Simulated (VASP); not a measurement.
# NbPdSe4 (P6/mmm) in VASP: further runs, part 2 of 2

VASP 6.6.1.

## (4) Single point, PBE

This run uses another cell than the first one, of 19.20 Å³/atom, 1.012 times its volume.

File INCAR:

```
SYSTEM = NbPdSe4
ALGO = Normal ; EDIFF = 1E-6
ENCUT = 520 ; GGA = PE
ISIF = 2 ; ISMEAR = 0
LASPH = .True. ; LCHARG = .False.
LREAL = .False. ; LWAVE = .False.
NBANDS = 32 ; NELM = 80
PREC = Accurate ; SIGMA = 0.1
```

File KPOINTS:

```
k-points
0
Gamma
  6 6 4
  0 0 0
```

File POSCAR:

```
NbPdSe4
1.0
    4.7756955704      0.0000000000      0.0000000000
   -2.3878477852      4.1358736847      0.0000000000
    0.0000000000      0.0000000000      5.8328978659
Nb Pd Se
1 1 4
Direct
    0.0000000000      0.0000000000      0.0000000000
    0.0000000000      0.0000000000      0.5000000000
    0.3333333333      0.6666666667      0.7761353992
    0.3333333333      0.6666666667      0.2238646008
    0.6666666667      0.3333333333      0.7761353992
    0.6666666667      0.3333333333      0.2238646008
```

Potentials or basis: VASP PAW PBE potentials, release 64 (Nb_sv, Pd, Se).

The run is started by

```sh
$ cat potpaw_PBE.64/Nb_sv/POTCAR potpaw_PBE.64/Pd/POTCAR potpaw_PBE.64/Se/POTCAR > POTCAR
$ mpirun -np 1 vasp_std > vasp.out
```

OUTCAR:

```text
SYSTEM = NbPdSe4
   EDIFF = 1E-6
   ENCUT = 520
   GGA = PE
   ISIF = 2
   ISMEAR = 0
   LASPH = .True.
   LREAL = .False.
   NELM = 80
   PREC = Accurate

 ion  position               nearest neighbor table
   1  0.000  0.000  0.000-   2 2.92   2 2.92
   2  0.000  0.000  0.500-   1 2.92   1 2.92
   3  0.333  0.667  0.776-   4 2.61   5 2.76   5 2.76   5 2.76
   4  0.333  0.667  0.224-   3 2.61   6 2.76   6 2.76   6 2.76
   5  0.667  0.333  0.776-   6 2.61   3 2.76   3 2.76   3 2.76
   6  0.667  0.333  0.224-   5 2.61   4 2.76   4 2.76   4 2.76

  LATTYP: Found a hexagonal cell.
 ALAT       =     4.7756955704
 C/A-ratio  =     1.2213713751

  Lattice vectors:

 A1 = (   4.7756955704,   0.0000000000,   0.0000000000)
 A2 = (  -2.3878477852,   4.1358736847,   0.0000000000)
 A3 = (   0.0000000000,   0.0000000000,   5.8328978659)

Analysis of symmetry for initial positions (statically):
=====================================================================
 Subroutine PRICEL returns:
 Original cell was already a primitive cell.
[... 176 lines left out ...]

 val. band max:        7.3582225823   @ k =   0.3333   0.1667   0.2500
 cond. band min:       7.4255871339   @ k =   0.3333  -0.0000   0.0000
 fundamental gap:      0.0673645516
 Fermi energy:         7.4113682862

 k-point     1 :       0.0000    0.0000    0.0000
  band No.  band energies     occupation
      1     -48.3998      2.00000
      2     -24.4770      2.00000
      3     -24.4770      2.00000
      4     -24.2985      2.00000
      5      -9.0101      2.00000
      6      -6.7310      2.00000
[... 724 lines left out ...]
     31       9.7758      0.00000
     32       9.8996      0.00000

------------------------ aborting loop because EDIFF is reached ----------------------------------------

  FORCE on cell =-STRESS in cart. coord.  units (eV):
  Direction    XX          YY          ZZ          XY          YZ          ZX
  --------------------------------------------------------------------------------------
  -------------------------------------------------------------------------------------
  Total       -0.0718551     -0.0718551     -0.0284545      0.0000000     -0.0000000     -0.0000000
  in kB       -0.9992635     -0.9992635     -0.3957060      0.0000000     -0.0000000     -0.0000000
  external PRESSURE =      -0.7980777 kB  Pullay stress =       0.0000000 kB

 VOLUME and BASIS-vectors are now :
 -----------------------------------------------------------------------------
  energy-cutoff  :      520.00
  volume of cell :      115.21
      direct lattice vectors                 reciprocal lattice vectors
     4.775695570  0.000000000  0.000000000     0.209393582  0.120893441  0.000000000
    -2.387847785  4.135873685  0.000000000     0.000000000  0.241786881  0.000000000
     0.000000000  0.000000000  5.832897866     0.000000000  0.000000000  0.171441370

 POSITION                                       TOTAL-FORCE (eV/Angst)
 -----------------------------------------------------------------------------------
      0.00000      0.00000      0.00000         0.000000      0.000000      0.000000
      0.00000      0.00000      2.91645         0.000000      0.000000      0.000000
     -0.00000      2.75725      4.52712         0.000000     -0.000000     -0.043580
     -0.00000      2.75725      1.30578         0.000000      0.000000      0.043580
      2.38785      1.37862      4.52712        -0.000000     -0.000000     -0.043580
      2.38785      1.37862      1.30578        -0.000000      0.000000      0.043580
 -----------------------------------------------------------------------------------
    total drift:                                0.000000     -0.000000      0.000000

  FREE ENERGIE OF THE ION-ELECTRON SYSTEM (eV)
  ---------------------------------------------------
  free  energy   TOTEN  =       -27.3084606001 eV

  energy  without entropy=      -27.2923460333  energy(sigma->0) =      -27.30040332
```

Wall time 36 s (1 thread of Intel Xeon 6975P-C (Granite Rapids), shared host); peak memory 0.28 GiB.

Results:

| Property | Result |
| --- | --- |
| Free energy | -27.3085 eV |
| Pressure | -0.1 GPa |
| Largest force | 0.044 eV/Å |

Forces in eV/Å, atoms in the order of the input:
```
Nb   0.000  0.000  0.000
Pd   0.000  0.000  0.000
Se   0.000  0.000 -0.044
Se   0.000  0.000  0.044
Se   0.000  0.000 -0.044
Se   0.000  0.000  0.044
```

## (5) Relaxation of cell and atoms, PBE

This run uses another cell than the first one, of 19.91 Å³/atom, 1.049 times its volume.

File INCAR:

```
SYSTEM = NbPdSe4
ALGO = Normal ; EDIFF = 1E-6
EDIFFG = -0.04 ; ENCUT = 600
GGA = PE ; IBRION = 2
ISIF = 3 ; ISMEAR = 0
LASPH = .True. ; LCHARG = .False.
LREAL = .False. ; LWAVE = .False.
NELM = 80 ; NSW = 90
PREC = Accurate ; SIGMA = 0.1
```

File KPOINTS:

```
k-points
0
Gamma
  6 6 2
  0 0 0
```

File POSCAR:

```
NbPdSe4
1.0
    4.0482429200      0.0000000000      0.0000000000
   -2.0241214600      3.5058812100      0.0000000000
    0.0000000000      0.0000000000      8.4154897000
Nb Pd Se
1 1 4
Direct
    0.0000000000      0.0000000000      0.0000000000
    0.0000000000      0.0000000000      0.5000000000
    0.3333333300      0.6666666700      0.7432699200
    0.3333333300      0.6666666700      0.2567300800
    0.6666666700      0.3333333300      0.7432699200
    0.6666666700      0.3333333300      0.2567300800
```

Potentials or basis: VASP PAW PBE potentials, release 64 (Nb_sv, Pd, Se).

The run is started by

```sh
$ cat potpaw_PBE.64/Nb_sv/POTCAR potpaw_PBE.64/Pd/POTCAR potpaw_PBE.64/Se/POTCAR > POTCAR
$ mpirun -np 1 vasp_std > vasp.out
```

OUTCAR:

```text
SYSTEM = NbPdSe4
   EDIFF = 1E-6
   EDIFFG = -0.04
   ENCUT = 600
   GGA = PE
   IBRION = 2
   ISIF = 3
   ISMEAR = 0
   LASPH = .True.
   LREAL = .False.
   NELM = 80
   NSW = 90
   PREC = Accurate

 ion  position               nearest neighbor table
   1  0.000  0.000  0.000-
   2  0.000  0.000  0.500-   3 3.11   4 3.11   5 3.11   6 3.11   5 3.11   6 3.11   3 3.11   4 3.11
                             5 3.11   6 3.11   3 3.11   4 3.11
   3  0.333  0.667  0.743-   5 2.34   5 2.34   5 2.34   2 3.11   2 3.11   2 3.11
   4  0.333  0.667  0.257-   6 2.34   6 2.34   6 2.34   2 3.11   2 3.11   2 3.11
   5  0.667  0.333  0.743-   3 2.34   3 2.34   3 2.34   2 3.11   2 3.11   2 3.11
   6  0.667  0.333  0.257-   4 2.34   4 2.34   4 2.34   2 3.11   2 3.11   2 3.11

  LATTYP: Found a hexagonal cell.
 ALAT       =     4.0482429200
 C/A-ratio  =     2.0788005726

  Lattice vectors:

 A1 = (   4.0482429200,   0.0000000000,   0.0000000000)
 A2 = (  -2.0241214600,   3.5058812100,   0.0000000000)
 A3 = (   0.0000000000,   0.0000000000,   8.4154897000)

Analysis of symmetry for initial positions (statically):
=====================================================================
 Subroutine PRICEL returns:
 Original cell was already a primitive cell.

 Routine SETGRP: Setting up the symmetry group for a
 hexagonal supercell.

 Subroutine GETGRP returns: Found 24 space group operations
 (whereof 24 operations were pure point group operations)
 out of a pool of 24 trial point group operations.

The static configuration has the point symmetry D_6h.

Analysis of symmetry for dynamics (positions and initial velocities):
=====================================================================
 Subroutine PRICEL returns:
 Original cell was already a primitive cell.

 Routine SETGRP: Setting up the symmetry group for a
 hexagonal supercell.

 Subroutine GETGRP returns: Found 24 space group operations
 (whereof 24 operations were pure point group operations)
 out of a pool of 24 trial point group operations.

The dynamic configuration has the point symmetry D_6h.

[... 108 lines left out ...]
   EMIN   =  10.00;   EMAX   =-10.00  energy-range for DOS
   EFERMI =   0.00;   METHOD = LEGACY
   ISMEAR =     0;   SIGMA  =   0.10  broadening in eV -4-tet -1-fermi 0-gaus
   EFERMI_NEDOS =   21; number of points for ismear=-14 and -15
   IALGO  =     38    algorithm
   IMIX   =      4    mixing-type and parameters
     AMIX     =   0.40;   BMIX     =  1.00
     AMIX_MAG =   1.60;   BMIX_MAG =  1.00
  volume/ion in A,a.u.               =      19.91       134.33
  Fermi-wavevector in a.u.,A,eV,Ry     =   1.199664  2.267037 19.581429  1.439194
  Thomas-Fermi vector in A             =   2.335521
   LORBIT       =      0    0 simple, 1 ext, 2 COOP (PROOUT), +10 PAW based schemes
   GGA     = PE    functional components
   LHFCALC =     F    Hartree Fock is set to
   AEXX    =    0.0000 exact exchange contribution
   IVDW    =     0    specifies the selected vdW correction
   LEPSILON=     F    determine dielectric tensor
   LRPA    =     F    only Hartree local field effects (RPA)
 conjugate gradient relaxation of ions
 non-spin polarized calculation
 Gauss-broadening in eV      SIGMA  =   0.10
  energy-cutoff  :      600.00
  volume of cell :      119.44
 maximum number of plane-waves:      4004
   NGX = 17   NGY = 17   NGZ = 33

--------------------------------------- Ionic step        1  -------------------------------------------

 number of electron      46.9999996 magnetization

 Free energy of the ion-electron system (eV)
  ---------------------------------------------------
  ext. energy  EPLUGINS =         0.00000000
  ---------------------------------------------------
  free energy    TOTEN  =       -21.61694906 eV

  energy without entropy =      -21.58329739  energy(sigma->0) =      -21.60012322

------------------------ aborting loop because EDIFF is reached ----------------------------------------

  FORCE on cell =-STRESS in cart. coord.  units (eV):
  Direction    XX          YY          ZZ          XY          YZ          ZX
  --------------------------------------------------------------------------------------
  -------------------------------------------------------------------------------------
  Total       20.0108496     20.0108496     -8.2275539      0.0000000      0.0000000     -0.0000000
  in kB      268.4311768    268.4311769   -110.3667265      0.0000000      0.0000000     -0.0000000
  external PRESSURE =     142.1652091 kB  Pullay stress =       0.0000000 kB
[... 986 lines left out ...]
     27      12.3283      0.00000
     28      12.3283      0.00000

[... ionic steps 4 to 15 ...]

--------------------------------------- Ionic step       16  -------------------------------------------

 number of electron      47.0000006 magnetization

------------------------ aborting loop because EDIFF is reached ----------------------------------------
[... 75 lines left out ...]
--------------------------------------- Ionic step       18  -------------------------------------------

 number of electron      47.0000006 magnetization

 Free energy of the ion-electron system (eV)
  ---------------------------------------------------
  ext. energy  EPLUGINS =         0.00000000
  ---------------------------------------------------
  free energy    TOTEN  =       -27.69200404 eV

  energy without entropy =      -27.67257032  energy(sigma->0) =      -27.68228718

 E-fermi :   7.5076     XC(G=0): -11.2020

 val. band max:        7.4921842694   @ k =   0.1667   0.0000   0.0000
 cond. band min:       7.5784230115   @ k =   0.3333   0.0000   0.0000
 fundamental gap:      0.0862387421
 Fermi energy:         7.5075589091
[... 465 lines left out ...]
  FREE ENERGIE OF THE ION-ELECTRON SYSTEM (eV)
  ---------------------------------------------------
  free  energy   TOTEN  =       -27.6920040426 eV

  energy  without entropy=      -27.6725703155  energy(sigma->0) =      -27.68228718

 reached required accuracy - stopping structural energy minimisation
```

OSZICAR:

```text
N       E                     dE             d eps       ncg     rms          rms(c)
DAV:   1     0.385366775004E+03    0.38537E+03   -0.24050E+04   784   0.172E+03
DAV:   2     0.878315234480E+01   -0.37658E+03   -0.36605E+03  1016   0.428E+02
DAV:   3    -0.213550744001E+02   -0.30138E+02   -0.29004E+02  1224   0.993E+01
[... 266 lines left out ...]
DAV:   4    -0.276925903102E+02    0.14875E-02   -0.94098E-03  1196   0.587E-01    0.169E-01
DAV:   5    -0.276919587616E+02    0.63155E-03   -0.32595E-03  1500   0.385E-01    0.845E-02
DAV:   6    -0.276919787938E+02   -0.20032E-04   -0.15585E-04  1020   0.808E-02    0.516E-02
DAV:   7    -0.276920040695E+02   -0.25276E-04   -0.13643E-04  1400   0.519E-02    0.111E-02
DAV:   8    -0.276920040426E+02    0.26870E-07   -0.89816E-06  1100   0.203E-02
  18 F= -.27692004E+02 E0= -.27682287E+02  d E =-.215652E-01
```

Wall time 8 min (1 thread of Intel Xeon 6975P-C (Granite Rapids), shared host); peak memory 0.31 GiB.

What came out:

| Item | Value |
| --- | --- |
| Free energy | -27.6920 eV |
| Relaxed volume | 19.03 Å³/atom |
| Relaxed cell | a = 4.819 Å, b = 4.819 Å, c = 5.675 Å, α = 90.00°, β = 90.00°, γ = 120.00° |
| Space group after relaxing (to 0.05 Å) | P6/mmm (No. 191) |
| Energy gained by relaxing | 1012.5 meV/atom |
| Ionic steps | 18 |
| Pressure after relaxing | 0.0 GPa |
| Largest force after relaxing | 0.007 eV/Å |

Forces on the atoms (eV/Å):
```
Nb   0.000  0.000  0.000
Pd   0.000  0.000  0.000
Se   0.000  0.000 -0.007
Se   0.000  0.000  0.007
Se   0.000  0.000 -0.007
Se   0.000  0.000  0.007
```

The path:
```csv
step,energy change (eV),largest force (eV/Å),pressure (GPa),volume (Å³)
1,0.0000,0.6849,14.22,119.44
2,-2.7425,0.7247,-9.14,150.32
3,-2.7567,0.7409,-7.57,146.20
4,-4.4988,0.5390,-7.79,131.63
5,-5.6114,0.3996,-4.00,118.93
6,4.6928,3.0254,69.20,90.95
7,-5.6650,0.5645,-3.34,117.41
8,-5.1641,0.1516,13.30,104.56
9,-5.8551,0.6415,-0.83,114.33
10,-5.8218,0.5373,5.98,108.62
11,-5.9282,0.6702,1.43,112.04
12,-5.9312,0.6596,2.58,111.04
13,-5.9603,0.1264,0.34,114.41
14,-5.9864,0.3830,1.07,113.06
15,-6.0531,0.2046,-2.03,116.42
16,-6.0535,0.2222,-1.84,116.17
17,-6.0714,0.1056,0.73,113.35
18,-6.0751,0.0068,-0.05,114.15
```

Final structure:
```
CELL_PARAMETERS angstrom
4.81936 0.00000 0.00000
-2.40968 4.17369 0.00000
0.00000 0.00000 5.67519
ATOMIC_POSITIONS crystal
Nb 0.00000 0.00000 0.00000
Pd 0.00000 0.00000 0.50000
Se 0.33333 0.66667 0.77027
Se 0.33333 0.66667 0.22973
Se 0.66667 0.33333 0.77027
Se 0.66667 0.33333 0.22973
```

Levels at points of the mesh, in eV from the Fermi level:
```
           k point  band 21  band 22  band 23  band 24  band 25  band 26
(0.00, 0.00, 0.00)    -1.77    -0.12    -0.12     0.79     1.05     1.05
(0.50, 0.00, 0.00)    -1.10    -0.31    -0.02     0.73     1.29     1.42
(0.00, 0.00, 0.50)    -1.12    -1.12    -0.32    -0.32    -0.03     0.41
(0.50, 0.00, 0.50)    -1.63    -0.58    -0.55    -0.33    -0.30     0.66
```

Caveat: the k points lie up to 0.55 Å⁻¹ apart in the final cell.

## (6) Summary

| task | cell | k mesh | cutoff (eV) | gap on the mesh (eV) | pressure (GPa) | largest force (eV/Å) |
| --- | --- | --- | --- | --- | --- | --- |
| single point | a = 4.813, b = 4.813, c = 5.673 Å, angles 90.0, 90.0, 120.0°, 6 atoms | 6 × 6 × 2 | 520 | none | 0.2 | - |
| single point | a = 4.048, b = 4.048, c = 8.415 Å, angles 90.0, 90.0, 120.0°, 6 atoms | 6 × 6 × 2 | 520 | none | 14.2 | 0.68 |
| single point | a = 4.776, b = 4.776, c = 5.833 Å, angles 90.0, 90.0, 120.0°, 6 atoms | 6 × 6 × 4 | 520 | none | -0.1 | 0.04 |
| relaxation of cell and atoms | relaxed from a = 4.048, b = 4.048, c = 8.415 Å, angles 90.0, 90.0, 120.0°, 6 atoms | 6 × 6 × 2 | 600 | none | 0.0 | 0.01 |

Alike in all rows: level PBE; potentials or basis VASP PAW PBE potentials, release 64 (Nb_sv, Pd, Se); no spin polarisation; smearing gaussian 0.1 eV.

Caveats: some runs use coarse meshes.

Total energies depend on the potentials used, so only differences within one code and one set of settings carry meaning.
